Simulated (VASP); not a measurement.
# TiO2 (P4_2/mnm) in VASP: a series of runs

The runs below take TiO2 through single point, with r2SCAN.

All numbers are computed with VASP 6.6.1; they aren't measurements. Logs are shortened: lines on timing, memory, paths and dates and some standing lists are left out, and cuts for length are marked.

### 1 The cell of the first run

The structure is tetragonal, space group P4_2/mnm (No. 136). The conventional cell has a = 4.596 Å, b = 4.596 Å, c = 2.954 Å, α = 90.00°, β = 90.00°, γ = 90.00°. Ti (site symmetry mmm) has 6 O at 1.95 to 1.98 Å within 2.6 Å. Within 2.6 Å of O (site symmetry m2m) lie 3 Ti at 1.95 to 1.98 Å and 1 O at 2.54 Å.

### 2 Single point, r2SCAN

Input file POSCAR:

```
TiO2
1.0
    4.5964475549      0.0000000000      0.0000000000
    0.0000000000      4.5964475549      0.0000000000
    0.0000000000      0.0000000000      2.9540545310
Ti O
2 4
Direct
    0.5000000000      0.5000000000      0.0000000000
    0.0000000000      0.0000000000      0.5000000000
    0.6953609379      0.6953609379      0.5000000000
    0.8046390621      0.1953609379      0.0000000000
    0.1953609379      0.8046390621      0.0000000000
    0.3046390621      0.3046390621      0.5000000000
```

Input file INCAR.step1:

```
SYSTEM = TiO2
  PREC = Accurate
  ENCUT = 520
  ISMEAR = 0
  SIGMA = 0.02
  LREAL = .False.
  LASPH = .True.
  NELM = 80
  NBANDS = 33
  GGA = PE
  ALGO = Normal
  EDIFF = 1E-4
  LWAVE = .True.
  LCHARG = .False.
```

Input file INCAR.step2:

```
SYSTEM = TiO2
  PREC = Accurate
  ENCUT = 520
  EDIFF = 1E-6
  ISMEAR = 0
  SIGMA = 0.02
  LREAL = .False.
  LASPH = .True.
  NELM = 80
  ALGO = Normal
  ISIF = 2
  LWAVE = .False.
  LCHARG = .False.
  METAGGA = R2SCAN
  LMIXTAU = .True.
  NBANDS = 33
  ISTART = 1
```

Input file KPOINTS:

```
Automatic mesh
0
Gamma
  6 6 10
  0 0 0
```

Potentials or basis: VASP PAW PBE potentials, release 64 (Ti_sv, O).

The run is started by

```sh
$ cat potpaw_PBE.64/Ti_sv/POTCAR potpaw_PBE.64/O/POTCAR > POTCAR
$ cp INCAR.step1 INCAR
$ mpirun -np 1 vasp_std > vasp.out
$ cp INCAR.step2 INCAR
$ mpirun -np 1 vasp_std > vasp.out
```

OUTCAR:

```text
SYSTEM = TiO2
   PREC = Accurate
   ENCUT = 520
   EDIFF = 1E-6
   ISMEAR = 0
   LREAL = .False.
   LASPH = .True.
   NELM = 80
   ISIF = 2
   METAGGA = R2SCAN
   ISTART = 1

 ion  position               nearest neighbor table
   1  0.500  0.500  0.000-   3 1.95   6 1.95   3 1.95   6 1.95   5 1.98   4 1.98
   2  0.000  0.000  0.500-   4 1.95   5 1.95   4 1.95   5 1.95   3 1.98   6 1.98
   3  0.695  0.695  0.500-   1 1.95   1 1.95   2 1.98
   4  0.805  0.195  0.000-   2 1.95   2 1.95   1 1.98
   5  0.195  0.805  0.000-   2 1.95   2 1.95   1 1.98
   6  0.305  0.305  0.500-   1 1.95   1 1.95   2 1.98

  LATTYP: Found a simple tetragonal cell.
 ALAT       =     4.5964475549
 C/A-ratio  =     0.6426820921

  Lattice vectors:

 A1 = (   4.5964475549,   0.0000000000,   0.0000000000)
 A2 = (   0.0000000000,   4.5964475549,   0.0000000000)
 A3 = (   0.0000000000,   0.0000000000,   2.9540545310)

Analysis of symmetry for initial positions (statically):
=====================================================================
 Subroutine PRICEL returns:
 Original cell was already a primitive cell.

 Routine SETGRP: Setting up the symmetry group for a
 simple tetragonal supercell.

 Subroutine GETGRP returns: Found 16 space group operations
 (whereof  8 operations were pure point group operations)
 out of a pool of 16 trial point group operations.

The static configuration has the point symmetry D_2h.
 The point group associated with its full space group is D_4h.

Analysis of symmetry for dynamics (positions and initial velocities):
=====================================================================
 Subroutine PRICEL returns:
 Original cell was already a primitive cell.

 Routine SETGRP: Setting up the symmetry group for a
 simple tetragonal supercell.

 Subroutine GETGRP returns: Found 16 space group operations
 (whereof  8 operations were pure point group operations)
 out of a pool of 16 trial point group operations.

The dynamic configuration has the point symmetry D_2h.
 The point group associated with its full space group is D_4h.

 Subroutine INISYM returns: Found 16 space group operations
 (whereof  8 operations are pure point group operations),
 and found     1 'primitive' translations

----------------------------------------------------------------------------------------

                                     Primitive cell

  volume of cell :      62.4113

  direct lattice vectors                    reciprocal lattice vectors
     4.596447555  0.000000000  0.000000000     0.217559319  0.000000000  0.000000000
     0.000000000  4.596447555  0.000000000     0.000000000  0.217559319  0.000000000
     0.000000000  0.000000000  2.954054531     0.000000000  0.000000000  0.338517786

  length of vectors
     4.596447555  4.596447555  2.954054531     0.217559319  0.217559319  0.338517786

  position of ions in fractional coordinates (direct lattice)
     0.500000000  0.500000000  0.000000000
     0.000000000  0.000000000  0.500000000
     0.695360938  0.695360938  0.500000000
     0.804639062  0.195360938  0.000000000
     0.195360938  0.804639062  0.000000000
     0.304639062  0.304639062  0.500000000

  ion indices of the primitive-cell ions
   primitive index   ion index
                 1           1
                 2           2
                 3           3
                 4           4
                 5           5
                 6           6

----------------------------------------------------------------------------------------

 KPOINTS: Automatic mesh

Automatic generation of k-mesh.
 Grid dimensions read from file:
 generate k-points for:    6    6   10

 Generating k-lattice:

  Cartesian coordinates                     Fractional coordinates (reciprocal lattice)
     0.036259887  0.000000000  0.000000000     0.166666667  0.000000000  0.000000000
     0.000000000  0.036259887  0.000000000     0.000000000  0.166666667  0.000000000
     0.000000000  0.000000000  0.033851779     0.000000000  0.000000000  0.100000000

  Length of vectors
     0.036259887  0.036259887  0.033851779

  Shift w.r.t. Gamma in fractional coordinates (k-lattice)
     0.000000000  0.000000000  0.000000000

 Subroutine IBZKPT returns following result:
 ===========================================

 Found     60 irreducible k-points:

 Following reciprocal coordinates:
            Coordinates               Weight
  0.000000  0.000000  0.000000      1.000000
  0.166667  0.000000  0.000000      4.000000
  0.333333  0.000000  0.000000      4.000000
  0.500000  0.000000  0.000000      2.000000
  0.166667  0.166667  0.000000      4.000000
  0.333333  0.166667  0.000000      8.000000
[... 16 lines left out ...]
  0.333333  0.000000  0.200000      8.000000
  0.500000  0.000000  0.200000      4.000000
 [... further k-points ...]
   k-points           NKPTS =     60   k-points in BZ     NKDIM =     60   number of bands    NBANDS=     33
   number of dos      NEDOS =    301   number of ions     NIONS =      6
   total plane-waves  NPLWV =  31104
   dimension x,y,z NGX =    36 NGY =   36 NGZ =   24
   dimension x,y,z NGXF=    72 NGYF=   72 NGZF=   48
   ions per type =               2   4
   NGX,Y,Z   is equivalent  to a cutoff of  13.02, 13.02, 13.51 a.u.
   NGXF,Y,Z  is equivalent  to a cutoff of  26.04, 26.04, 27.01 a.u.
 SYSTEM =  TiO2
   PREC   = accura    normal or accurate (medium, high low for compatibility)
   ISTART =      1    job   : 0-new  1-cont  2-samecut
   ICHARG =      0    charge: 1-file 2-atom 10-const
   ISPIN  =      1    spin polarized calculation?
   LNONCOLLINEAR =      F non collinear calculations
   LSORBIT =      F    spin-orbit coupling
   LASPH  =      T    aspherical Exc in radial PAW
   ENCUT  =  520.0 eV  38.22 Ry    6.18 a.u.   8.55  8.55  5.49*2*pi/ulx,y,z
   NELM   =     80;   NELMIN=  2; NELMDL=  0     # of ELM steps
   EDIFF  = 0.1E-05   stopping-criterion for ELM
   LREAL  =      F    real-space projection
   EDIFFG = 0.1E-04   stopping-criterion for IOM
   NSW    =      0    number of steps for IOM
   IBRION =     -1    ionic relax: 0-MD 1-quasi-New 2-CG
   NFREE  =      0    steps in history (QN), initial steepest desc. (CG)
   ISIF   =      2    stress and relaxation
   ISYM   =      2    0-nonsym 1-usesym 2-fastsym
   POTIM  = 0.5000    time-step for ionic-motion
   TEBEG  =    0.0;   TEEND  =   0.0 temperature during run
   PSTRESS=    0.0 pullay stress
   NELECT =      48.0000    total number of electrons
   NUPDOWN=      -1.0000    fix difference up-down
   EMIN   =  10.00;   EMAX   =-10.00  energy-range for DOS
   EFERMI =   0.00;   METHOD = LEGACY
   ISMEAR =     0;   SIGMA  =   0.02  broadening in eV -4-tet -1-fermi 0-gaus
   EFERMI_NEDOS =   21; number of points for ismear=-14 and -15
   IALGO  =     38    algorithm
   IMIX   =      4    mixing-type and parameters
     AMIX     =   0.40;   BMIX     =  1.00
     AMIX_MAG =   1.60;   BMIX_MAG =  1.00
  volume/ion in A,a.u.               =      10.40        70.20
  Fermi-wavevector in a.u.,A,eV,Ry     =   1.499918  2.834434 30.609764  2.249754
  Thomas-Fermi vector in A             =   2.611486
   LORBIT       =      0    0 simple, 1 ext, 2 COOP (PROOUT), +10 PAW based schemes
   METAGGA = R2SCAN    functional components
   LHFCALC =     F    Hartree Fock is set to
   AEXX    =    0.0000 exact exchange contribution
   IVDW    =     0    specifies the selected vdW correction
   LEPSILON=     F    determine dielectric tensor
   LRPA    =     F    only Hartree local field effects (RPA)
 non-spin polarized calculation
 Gauss-broadening in eV      SIGMA  =   0.02
  energy-cutoff  :      520.00
  volume of cell :       62.41
 maximum number of plane-waves:      1720
 NGX is ok and might be reduce to    36
   NGX = 17   NGY = 17   NGZ = 11

 number of electron      48.0000021 magnetization

 Free energy of the ion-electron system (eV)
  ---------------------------------------------------
  ext. energy  EPLUGINS =         0.00000000
  ---------------------------------------------------
  free energy    TOTEN  =       -69.79424704 eV

  energy without entropy =      -69.79424704  energy(sigma->0) =      -69.79424704

 E-fermi :   4.7020     XC(G=0): -12.1569

 val. band max:        4.5441919474   @ k =   0.0000   0.0000   0.0000
 cond. band min:       6.7734025165   @ k =   0.0000   0.0000   0.0000
 fundamental gap:      2.2292105691
 Fermi energy:         4.7020215439

 k-point     1 :       0.0000    0.0000    0.0000
  band No.  band energies     occupation
      1     -54.5985      2.00000
      2     -54.5806      2.00000
      3     -29.8653      2.00000
      4     -29.8653      2.00000
      5     -29.6869      2.00000
      6     -29.6869      2.00000
[... 25 lines left out ...]
     32      11.5308      0.00000
     33      11.5308      0.00000

 k-point     2 :       0.1667    0.0000    0.0000
  band No.  band energies     occupation
      1     -54.5973      2.00000
      2     -54.5818      2.00000
      3     -29.8558      2.00000
      4     -29.8549      2.00000
      5     -29.6984      2.00000
      6     -29.6975      2.00000
[... 25 lines left out ...]
     32      11.4323      0.00000
     33      11.4529      0.00000

 k-point     3 :       0.3333    0.0000    0.0000
  band No.  band energies     occupation
      1     -54.5940      2.00000
      2     -54.5851      2.00000
      3     -29.8305      2.00000
      4     -29.8283      2.00000
      5     -29.7272      2.00000
      6     -29.7249      2.00000
[... 25 lines left out ...]
     32      11.2343      0.00000
     33      11.2741      0.00000

 k-point     4 :       0.5000    0.0000    0.0000
  band No.  band energies     occupation
      1     -54.5895      2.00000
      2     -54.5895      2.00000
      3     -29.8085      2.00000
      4     -29.8085      2.00000
      5     -29.7480      2.00000
      6     -29.7480      2.00000
[... 673 lines left out ...]
     32      10.8157      0.00000
     33      11.0181      0.00000

 k-point    23 :       0.3333    0.0000    0.2000
  band No.  band energies     occupation
      1     -54.5789      2.00000
      2     -54.5717      2.00000
      3     -29.8308      2.00000
      4     -29.8099      2.00000
      5     -29.7847      2.00000
      6     -29.7700      2.00000
[... 25 lines left out ...]
     32      10.4087      0.00000
     33      11.0253      0.00000

 k-point    24 :       0.5000    0.0000    0.2000
  band No.  band energies     occupation
      1     -54.5753      2.00000
      2     -54.5753      2.00000
      3     -29.8222      2.00000
      4     -29.8222      2.00000
      5     -29.7652      2.00000
      6     -29.7652      2.00000
[... 25 lines left out ...]
     32      10.2074      0.00000
     33      11.4319      0.00000

 [... further k-points ...]

------------------------ aborting loop because EDIFF is reached ----------------------------------------

  FORCE on cell =-STRESS in cart. coord.  units (eV):
  Direction    XX          YY          ZZ          XY          YZ          ZX
  --------------------------------------------------------------------------------------
  -------------------------------------------------------------------------------------
  Total        0.4131933      0.4131933      0.6642150      0.0000000      0.0000000      0.0000000
  in kB       10.6072004     10.6072004     17.0512471      0.0000000      0.0000000      0.0000000
  external PRESSURE =      12.7552159 kB  Pullay stress =       0.0000000 kB

 VOLUME and BASIS-vectors are now :
 -----------------------------------------------------------------------------
  energy-cutoff  :      520.00
  volume of cell :       62.41
      direct lattice vectors                 reciprocal lattice vectors
     4.596447555  0.000000000  0.000000000     0.217559319  0.000000000  0.000000000
     0.000000000  4.596447555  0.000000000     0.000000000  0.217559319  0.000000000
     0.000000000  0.000000000  2.954054531     0.000000000  0.000000000  0.338517786

 POSITION                                       TOTAL-FORCE (eV/Angst)
 -----------------------------------------------------------------------------------
      2.29822      2.29822      0.00000         0.000000     -0.000000      0.000000
      0.00000      0.00000      1.47703         0.000000     -0.000000      0.000000
      3.19619      3.19619      1.47703         0.026333      0.026333      0.000000
      3.69848      0.89797      0.00000        -0.026333      0.026333      0.000000
      0.89797      3.69848      0.00000         0.026333     -0.026333     -0.000000
      1.40026      1.40026      1.47703        -0.026333     -0.026333     -0.000000
 -----------------------------------------------------------------------------------
    total drift:                               -0.000000      0.000000     -0.000000

  FREE ENERGIE OF THE ION-ELECTRON SYSTEM (eV)
  ---------------------------------------------------
  free  energy   TOTEN  =       -69.7942470372 eV

  energy  without entropy=      -69.7942470372  energy(sigma->0) =      -69.79424704
```

It took 5.8 min on 1 thread of Intel Xeon Platinum 8488C (Sapphire Rapids), shared host; peak memory 0.24 GiB.

What came out:

- Free energy: -69.7942 eV
- Pressure: 1.3 GPa
- Largest force: 0.037 eV/Å
- Band gap on the k mesh: 2.23 eV

Forces in eV/Å, atoms in the order of the input:
```
Ti   0.000  0.000  0.000
Ti   0.000  0.000  0.000
O    0.026  0.026  0.000
O   -0.026  0.026  0.000
O    0.026 -0.026  0.000
O   -0.026 -0.026  0.000
```

Levels at points of the mesh, in eV from the valence-band top:
```csv
k point,band 22,band 23,band 24,band 25,band 26,band 27
"(0.00, 0.00, 0.00)",-0.49,-0.49,0.00,2.23,2.55,2.79
"(0.50, 0.00, 0.00)",-1.70,-0.77,-0.77,2.92,2.92,3.41
"(0.50, 0.50, 0.00)",-1.38,-1.13,-1.13,2.27,2.27,2.90
"(0.00, 0.00, 0.50)",-2.40,-1.48,-1.48,3.33,3.33,3.59
"(0.50, 0.00, 0.50)",-2.08,-1.09,-1.09,2.29,2.29,3.62
"(0.50, 0.50, 0.50)",-1.32,-0.72,-0.72,2.97,2.97,3.60
```

Caveat: the PAW data sets were made with another functional, which shifts forces and pressure a little. A k mesh can miss the band edges.

### 3 Single point, r2SCAN

Input file POSCAR:

```
TiO2
1.0
    4.5964469113      0.0000000000      0.0000000000
    0.0000000000      4.5964469113      0.0000000000
    0.0000000000      0.0000000000      2.9540546347
Ti O
2 4
Direct
    0.5000000000      0.5000000000      0.0000000000
    0.0000000000      0.0000000000      0.5000000000
    0.6953610031      0.6953610031      0.5000000000
    0.8046389969      0.1953610031      0.0000000000
    0.1953610031      0.8046389969      0.0000000000
    0.3046389969      0.3046389969      0.5000000000
```

Input file INCAR.step1:

```
SYSTEM = TiO2
PREC = Accurate ; ENCUT = 520
ISMEAR = 0 ; SIGMA = 0.02
LREAL = .False. ; LASPH = .True.
NELM = 60 ; NBANDS = 33
GGA = PE ; ALGO = Normal
EDIFF = 1E-4 ; LWAVE = .True.
LCHARG = .False.
```

Input file INCAR.step2:

```
SYSTEM = TiO2
PREC = Accurate ; ENCUT = 520
EDIFF = 1E-7 ; ISMEAR = 0
SIGMA = 0.02 ; LREAL = .False.
LASPH = .True. ; NELM = 60
ALGO = Normal ; ISIF = 2
LWAVE = .False. ; LCHARG = .False.
METAGGA = R2SCAN ; LMIXTAU = .True.
NBANDS = 33 ; ISTART = 1
```

Input file KPOINTS:

```
regular mesh
0
Gamma
  6 6 10
  0 0 0
```

Potentials or basis: VASP PAW PBE potentials, release 64 (Ti_sv, O).

The run is started by

```sh
$ cat potpaw_PBE.64/Ti_sv/POTCAR potpaw_PBE.64/O/POTCAR > POTCAR
$ cp INCAR.step1 INCAR
$ mpirun -np 1 vasp_std > vasp.out
$ cp INCAR.step2 INCAR
$ mpirun -np 1 vasp_std > vasp.out
```

It took 6.6 min on 1 thread of Intel Xeon Platinum 8488C (Sapphire Rapids), shared host; peak memory 0.24 GiB.

It converged, with:

```
Free energy            : -69.7942 eV
Pressure               : 1.3 GPa
Largest force          : 0.037 eV/Å
Band gap on the k mesh : 2.23 eV
```

Forces on the atoms (eV/Å):
```
Ti   0.000  0.000  0.000
Ti   0.000  0.000  0.000
O    0.026  0.026  0.000
O   -0.026  0.026  0.000
O    0.026 -0.026  0.000
O   -0.026 -0.026  0.000
```

Stress tensor (GPa, compression positive):
```
1.04 0.00 0.00
0.00 1.04 0.00
0.00 0.00 1.69
```

Levels at points of the mesh, in eV from the valence-band top:
```csv
k point,band 20,band 21,band 22,band 23,band 24,band 25,band 26,band 27,band 28,band 29
"(0.00, 0.00, 0.00)",-2.08,-0.76,-0.49,-0.49,0.00,2.23,2.55,2.79,2.88,2.88
"(0.50, 0.00, 0.00)",-3.15,-1.70,-1.70,-0.77,-0.77,2.92,2.92,3.41,3.41,3.95
"(0.50, 0.50, 0.00)",-2.21,-1.38,-1.38,-1.13,-1.13,2.27,2.27,2.90,2.90,4.21
"(0.00, 0.00, 0.50)",-2.88,-2.40,-2.40,-1.48,-1.48,3.33,3.33,3.59,3.59,4.05
"(0.50, 0.00, 0.50)",-2.47,-2.08,-2.08,-1.09,-1.09,2.29,2.29,3.62,3.62,4.29
"(0.50, 0.50, 0.50)",-2.86,-1.32,-1.32,-0.72,-0.72,2.97,2.97,3.60,3.60,3.64
```

Caveat: the PAW data sets were made with another functional, which shifts forces and pressure a little. A k mesh can miss the band edges.
